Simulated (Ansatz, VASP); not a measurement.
# Two plane-wave programs on Rh

INCAR

```
SYSTEM = Rh
ALGO = Normal
EDIFF = 1E-8
ENCUT = 520
GGA = PE
ISIF = 2
ISMEAR = -1
LASPH = .True.
LCHARG = .False.
LEFG = .True.
LREAL = .False.
LWAVE = .False.
NBANDS = 14
NELM = 80
PREC = Accurate
SIGMA = 0.05
```

KPOINTS

```
k-points
0
Gamma
  16 16 16
  0 0 0
```

Contents of POSCAR:

```
Rh
1.0
    0.0000000000      1.9279725712      1.9279725712
    1.9279725712      0.0000000000      1.9279725712
    1.9279725712      1.9279725712      0.0000000000
Rh
1
Direct
    0.0000000000      0.0000000000      0.0000000000
```

Input for Ansatz:

```yaml
crystal:
  lattice:
    - [0.0, 1.9279725712, 1.9279725712]
    - [1.9279725712, 0.0, 1.9279725712]
    - [1.9279725712, 1.9279725712, 0.0]
  atoms:
    - { symbol: Rh, position: [0.0, 0.0, 0.0] }
kpoints:
  mp_grid: { grid: [16, 16, 16] }
scf:
  occupations: { method: fermi_dirac, width: 0.05 }
hamiltonian:
  xc: pbe
  pseudopotentials: { kind: paw }
output:
  forces: true
  stress: true
  eigenvalues: true
  efg: { contact_densities: true }
  write_density: true
  write_potential: true
  elf: true
  volumetric_format: npy
```

Change from the starting cell: volume scaled by 1.02, PAW files.

Alike in both runs: task electric field gradients; functional PBE; k mesh 16 × 16 × 16; occupations fermi-dirac, width 0.05 eV; no spin polarisation.

|  | VASP | Ansatz |
| --- | --- | --- |
| version | VASP 6.6.1 | Ansatz 0.2.0 |
| potentials or method | VASP PAW PBE potentials, release 64 (Rh_pv) | PAW with Ansatz's default frozen-core files, scalar-relativistic |
| plane-wave cutoff (eV) | 520 | 420 |
| valence electrons in the cell | 15 | 17 |

|  | VASP | Ansatz | Ansatz less VASP |
| --- | --- | --- | --- |
| pressure (GPa) | -4.8 | -4.8 | -0.04 |

VASP's potentials hold 15 valence electrons a cell and Ansatz's 17, so a difference there can come from the potentials and not from the codes.
